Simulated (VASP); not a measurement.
# Si2Ni: relaxation of cell and atoms with PBE+U

Crystal: Si2Ni.

```
CELL_PARAMETERS angstrom
0.00000 2.70300 2.70300
2.70300 0.00000 2.70300
2.70300 2.70300 0.00000
ATOMIC_POSITIONS crystal
Ni 0.00000 0.00000 0.00000
Si 0.75000 0.75000 0.75000
Si 0.25000 0.25000 0.25000
```

```json
{"Program": "VASP 6.6.1", "Task": "relaxation of cell and atoms", "Functional": "PBE", "Potentials or basis": "VASP PAW PBE potentials, release 64 (Ni, Si)", "Cutoff": "600 eV", "k mesh": "9 × 9 × 9", "Occupations": "fermi-dirac, width 0.05 eV", "Spin": "collinear spin, ferromagnetic start", "Starting moments": "[1.0, 0.0, 0.0] μB", "Hubbard terms": "Ni d U = 5.0 eV", "Dipole correction": "no", "Further INCAR settings": "ALGO = Normal; EDIFF = 1e-06; IBRION = 2; EDIFFG = -0.01; NSW = 60; ISIF = 3"}
```

```yaml
Relaxed_volume: 13.06 Å³/atom
Relaxed_cell: a = 3.813 Å, b = 3.813 Å, c = 3.813 Å, α = 60.00°, β = 60.00°, γ = 60.00°
Space_group_after_relaxing_to_0.05_Å: Fm-3m (No. 225)
Energy_gained_by_relaxing: 0.4 meV/atom
Ionic_steps: 3
Pressure_after_relaxing: 0.0 GPa
Band_gap_on_the_k_mesh: zero (filled and empty bands overlap)
Net_moment: 0.00 μB per cell
Valence_electrons_inside_the_program's_atomic_spheres: Ni 10.03; Si 1.58
```

The path:
```csv
step,energy change (eV),largest force (eV/Å),pressure (GPa),volume (Å³)
1,0.0000,0.0000,-1.14,39.50
2,-0.0004,0.0000,0.94,38.96
3,-0.0011,0.0000,-0.03,39.19
```

Final structure:
```
Ni Si
1.0
     0.00000    2.69604    2.69604
     2.69604    0.00000    2.69604
     2.69604    2.69604    0.00000
Ni Si
1 2
Direct
  0.00000 0.00000 0.00000
  0.75000 0.75000 0.75000
  0.25000 0.25000 0.25000
```

Levels at points of the mesh, in eV from the Fermi level:
Spin up:
```tsv
k point	band 6	band 7	band 8	band 9	band 10	band 11	band 12	band 13
(0.00, 0.00, 0.00)	-4.20	-0.08	1.64	1.64	1.64	2.65	2.65	2.65
```
Spin down:
| k point | band 6 | band 7 | band 8 | band 9 | band 10 | band 11 | band 12 | band 13 |
| --- | --- | --- | --- | --- | --- | --- | --- | --- |
| (0.00, 0.00, 0.00) | -4.20 | -0.08 | 1.64 | 1.64 | 1.64 | 2.65 | 2.65 | 2.65 |

Eigenvalues of the final occupation matrices:
| site | spin | trace | eigenvalues |
| --- | --- | --- | --- |
| site 1 d | 1 | 4.39 | 0.86 0.86 0.86 0.91 0.91 |
| site 1 d | 2 | 4.39 | 0.86 0.86 0.86 0.91 0.91 |

It took 97 s on 1 thread of Intel Xeon 6975P-C, on a shared host, peak memory 0.23 GiB.

Caveat: the U is typed as a test and isn't derived for this compound. The state reached can hang on the start; a lower one may exist.
